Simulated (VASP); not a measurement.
# ZnO (P6_3mc) in VASP: single point with revPBE+D3(BJ)

Aim: the single point of ZnO with revPBE+D3(BJ).

Program: VASP 6.6.1. These are calculated values, not measurements. Logs are shortened: lines on timing, memory, paths and dates and some standing lists are left out, and cuts for length are marked.

**What was measured.**

From “Electronic structure of alkaline earth and post-transition metal oxides”, 2009, arxiv:0908.1581, for a bulk crystal of ZnO: band gap 3.37 eV.

The results are compared with them further down.

## Step 1: The cell of the first run

Symmetry: P6_3mc, No. 186, hexagonal system. Conventional cell: a = 3.258 Å, b = 3.258 Å, c = 5.258 Å, α = 90.00°, β = 90.00°, γ = 120.00°. Within 2.6 Å of Zn (site symmetry 3m) lie 4 O at 1.99 Å. O (site symmetry 3m) has 4 Zn at 1.99 Å within 2.6 Å.

## Step 2: Single point, revPBE+D3(BJ) (12.09 Å³/atom)

Input file INCAR:

```
ALGO = Normal ; EDIFF = 1E-6
ENCUT = 910 ; GGA = RE
GGA_COMPAT = False ; ISIF = 2
ISMEAR = 0 ; IVDW = 12
LASPH = True ; LCHARG = True
LELF = True ; LREAL = False
LVHAR = True ; LWAVE = False
NBANDS = 26 ; NELM = 120
PREC = Accurate ; SIGMA = 0.05
```

Input file KPOINTS:

```
k-points
0
Gamma
  8 8 6
```

Input file POSCAR:

```
ZnO
1.0
    3.2580964316      0.0000000000      0.0000000000
   -1.6290482158      2.8215942777      0.0000000000
    0.0000000000      0.0000000000      5.2584533042
Zn O
2 2
Direct
    0.3333333333      0.6666666667      0.0015378783
    0.6666666667      0.3333333333      0.5015378783
    0.3333333333      0.6666666667      0.3805621217
    0.6666666667      0.3333333333      0.8805621217
```

Potentials or basis: VASP PAW PBE potentials, release 64 (Zn, O_h).

Started as:

```
$ cat potpaw_PBE.64/Zn/POTCAR potpaw_PBE.64/O_h/POTCAR > POTCAR
$ mpirun -np 1 vasp_std > vasp.out
```

OUTCAR:

```text
EDIFF = 1E-6
   ENCUT = 910
   GGA = RE
   ISIF = 2
   ISMEAR = 0
   IVDW = 12
   LASPH = True
   LREAL = False
   NELM = 120
   PREC = Accurate
 IVDW          = 12

 ion  position               nearest neighbor table
   1  0.333  0.667  0.002-   4 1.99   4 1.99   4 1.99   3 1.99
   2  0.667  0.333  0.502-   3 1.99   3 1.99   3 1.99   4 1.99
   3  0.333  0.667  0.381-   2 1.99   2 1.99   2 1.99   1 1.99
   4  0.667  0.333  0.881-   1 1.99   1 1.99   1 1.99   2 1.99

  LATTYP: Found a hexagonal cell.
 ALAT       =     3.2580964316
 C/A-ratio  =     1.6139649070

  Lattice vectors:

 A1 = (   3.2580964316,   0.0000000000,   0.0000000000)
 A2 = (  -1.6290482158,   2.8215942777,   0.0000000000)
 A3 = (   0.0000000000,   0.0000000000,   5.2584533042)

Analysis of symmetry for initial positions (statically):
=====================================================================
 Subroutine PRICEL returns:
 Original cell was already a primitive cell.

 Routine SETGRP: Setting up the symmetry group for a
 hexagonal supercell.

 Subroutine GETGRP returns: Found 12 space group operations
 (whereof  6 operations were pure point group operations)
 out of a pool of 24 trial point group operations.

The static configuration has the point symmetry C_3v.
 The point group associated with its full space group is C_6v.

Analysis of symmetry for dynamics (positions and initial velocities):
=====================================================================
 Subroutine PRICEL returns:
 Original cell was already a primitive cell.

 Routine SETGRP: Setting up the symmetry group for a
 hexagonal supercell.

 Subroutine GETGRP returns: Found 12 space group operations
 (whereof  6 operations were pure point group operations)
 out of a pool of 24 trial point group operations.

The dynamic configuration has the point symmetry C_3v.
 The point group associated with its full space group is C_6v.

 Subroutine INISYM returns: Found 12 space group operations
 (whereof  6 operations are pure point group operations),
 and found     1 'primitive' translations

----------------------------------------------------------------------------------------

                                     Primitive cell

  volume of cell :      48.3411

  direct lattice vectors                    reciprocal lattice vectors
[... 88 lines left out ...]
   LASPH  =      T    aspherical Exc in radial PAW
   ENCUT  =  910.0 eV  66.88 Ry    8.18 a.u.   8.01  8.01 12.93*2*pi/ulx,y,z
   NELM   =    120;   NELMIN=  2; NELMDL= -5     # of ELM steps
   EDIFF  = 0.1E-05   stopping-criterion for ELM
   LREAL  =      F    real-space projection
   EDIFFG = 0.1E-04   stopping-criterion for IOM
   NSW    =      0    number of steps for IOM
   IBRION =     -1    ionic relax: 0-MD 1-quasi-New 2-CG
   NFREE  =      0    steps in history (QN), initial steepest desc. (CG)
   ISIF   =      2    stress and relaxation
   ISYM   =      2    0-nonsym 1-usesym 2-fastsym
   POTIM  = 0.5000    time-step for ionic-motion
   TEBEG  =    0.0;   TEEND  =   0.0 temperature during run
   PSTRESS=    0.0 pullay stress
   NELECT =      36.0000    total number of electrons
   NUPDOWN=      -1.0000    fix difference up-down
   EMIN   =  10.00;   EMAX   =-10.00  energy-range for DOS
   EFERMI =   0.00;   METHOD = LEGACY
   ISMEAR =     0;   SIGMA  =   0.05  broadening in eV -4-tet -1-fermi 0-gaus
   EFERMI_NEDOS =   21; number of points for ismear=-14 and -15
   IALGO  =     38    algorithm
   IMIX   =      4    mixing-type and parameters
     AMIX     =   0.40;   BMIX     =  1.00
     AMIX_MAG =   1.60;   BMIX_MAG =  1.00
  volume/ion in A,a.u.               =      12.09        81.56
  Fermi-wavevector in a.u.,A,eV,Ry     =   1.483896  2.804157 29.959316  2.201948
  Thomas-Fermi vector in A             =   2.597501
   LORBIT       =      0    0 simple, 1 ext, 2 COOP (PROOUT), +10 PAW based schemes
   GGA     = RE    functional components
   LHFCALC =     F    Hartree Fock is set to
   AEXX    =    0.0000 exact exchange contribution
   IVDW    =    12    specifies the selected vdW correction
   LEPSILON=     F    determine dielectric tensor
   LRPA    =     F    only Hartree local field effects (RPA)
 non-spin polarized calculation
 Gauss-broadening in eV      SIGMA  =   0.05
  energy-cutoff  :      910.00
  volume of cell :       48.34
 maximum number of plane-waves:      3038
   NGX = 17   NGY = 17   NGZ = 25

 number of electron      36.0000002 magnetization

 Free energy of the ion-electron system (eV)
  ---------------------------------------------------
  ext. energy  EPLUGINS =         0.00000000
  ---------------------------------------------------
  free energy    TOTEN  =       -16.52835925 eV

  energy without entropy =      -16.52835925  energy(sigma->0) =      -16.52835925

 E-fermi :   1.7562     XC(G=0): -10.6410

 val. band max:        1.5191938128   @ k =   0.0000   0.0000   0.0000
 cond. band min:       2.3440649374   @ k =   0.0000   0.0000   0.0000
 fundamental gap:      0.8248711246
 Fermi energy:         1.7561683764

 k-point     1 :       0.0000    0.0000    0.0000
  band No.  band energies     occupation
      1     -16.5160      2.00000
      2     -15.8315      2.00000
      3      -4.0946      2.00000
      4      -4.0946      2.00000
      5      -4.0532      2.00000
      6      -3.9846      2.00000
[... 685 lines left out ...]
     25      14.9998      0.00000
     26      15.3931      0.00000

 [... further k-points ...]

------------------------ aborting loop because EDIFF is reached ----------------------------------------

 Edisp (eV)   -1.73749

 E8    (eV) :    -1.1351

  FORCE on cell =-STRESS in cart. coord.  units (eV):
  Direction    XX          YY          ZZ          XY          YZ          ZX
  --------------------------------------------------------------------------------------
  -------------------------------------------------------------------------------------
  Total       0.22966     0.22966     0.25624     0.00000     0.00000     0.00000
  in kB       7.61156     7.61156     8.49274     0.00000     0.00000     0.00000
  external pressure =        7.91 kB  Pullay stress =        0.00 kB

 VOLUME and BASIS-vectors are now :
 -----------------------------------------------------------------------------
  energy-cutoff  :      910.00
  volume of cell :       48.34
      direct lattice vectors                 reciprocal lattice vectors
     3.258096432  0.000000000  0.000000000     0.306927686  0.177204782  0.000000000
    -1.629048216  2.821594278  0.000000000     0.000000000  0.354409565  0.000000000
     0.000000000  0.000000000  5.258453304     0.000000000  0.000000000  0.190169988

 POSITION                                       TOTAL-FORCE (eV/Angst)
 -----------------------------------------------------------------------------------
     -0.00000      1.88106      0.00809        -0.000000      0.000000      0.003436
      1.62905      0.94053      2.63731         0.000000     -0.000000      0.003436
     -0.00000      1.88106      2.00117         0.000000     -0.000000     -0.003436
      1.62905      0.94053      4.63039        -0.000000      0.000000     -0.003436
 -----------------------------------------------------------------------------------
    total drift:                               -0.000000     -0.000000     -0.000250

  FREE ENERGIE OF THE ION-ELECTRON SYSTEM (eV)
  ---------------------------------------------------
  free  energy   TOTEN  =       -18.2658507990 eV

  energy  without entropy=      -18.2658507990  energy(sigma->0) =      -18.26585080
```

stdout:

```text
POSCAR found type information on POSCAR ZnO
 POSCAR found :  2 types and       4 ions
 scaLAPACK will be used
 -----------------------------------------------------------------------------
|                                                                             |
|                                                                             |
|     You enforced a specific xc type in the INCAR file but a different       |
|     I HOPE YOU KNOW WHAT YOU ARE DOING!                                     |
|                                                                             |
 -----------------------------------------------------------------------------

 LDA part: xc-table for (Slater+PW92), standard interpolation
 POSCAR, INCAR and KPOINTS ok, starting setup
 FFT: planning ... GRIDC
 FFT: planning ... GRID_SOFT
 FFT: planning ... GRID
 WAVECAR not read
 entering main loop
```

Run time: 84 s. Hardware: 1 thread of Intel Xeon Platinum 8259CL at 2.50GHz (Skylake/Cascade Lake), shared host; peak memory 0.29 GiB.

What came out:

| Property | Result |
| --- | --- |
| Free energy | -18.2659 eV |
| Pressure | 0.8 GPa |
| Largest force | 0.003 eV/Å |
| Band gap on the k mesh | 0.82 eV |
| Dispersion energy per atom | -0.434 eV |

Forces on the atoms (eV/Å):
```
Zn   0.000  0.000  0.003
Zn   0.000  0.000  0.003
O    0.000  0.000 -0.003
O    0.000  0.000 -0.003
```

Levels at points of the mesh, in eV from the valence-band top:
```csv
k point,band 14,band 15,band 16,band 17,band 18,band 19,band 20,band 21,band 22,band 23
"(0.00, 0.00, 0.00)",-0.77,-0.77,-0.08,0.00,0.00,0.82,5.24,8.22,12.91,12.91
"(0.50, 0.00, 0.00)",-3.48,-2.77,-2.20,-1.26,-0.82,5.77,6.94,7.64,8.47,10.57
"(0.00, 0.00, 0.50)",-2.23,-0.38,-0.38,-0.38,-0.38,3.47,3.47,10.08,10.08,13.19
"(0.50, 0.00, 0.50)",-3.71,-1.47,-1.47,-1.35,-1.35,5.76,5.76,8.41,8.41,11.32
```

Caveat: the PAW data sets were made with another functional, which shifts forces and pressure a little.

## Step 3: Comparison with measurements

Step 2. Measured gap of ZnO: 3.37 eV (quoted in “Electronic structure of alkaline earth and post-transition metal oxides”, 2009, arxiv:0908.1581). This calculation gives 0.82 eV (-2.55 eV). So large a miss can be the level of theory's own, or it may mean another phase, state or a wrong row. The value is that of revPBE+D3(BJ), without temperature or zero-point motion. Semilocal functionals fall short of measured gaps as a rule.
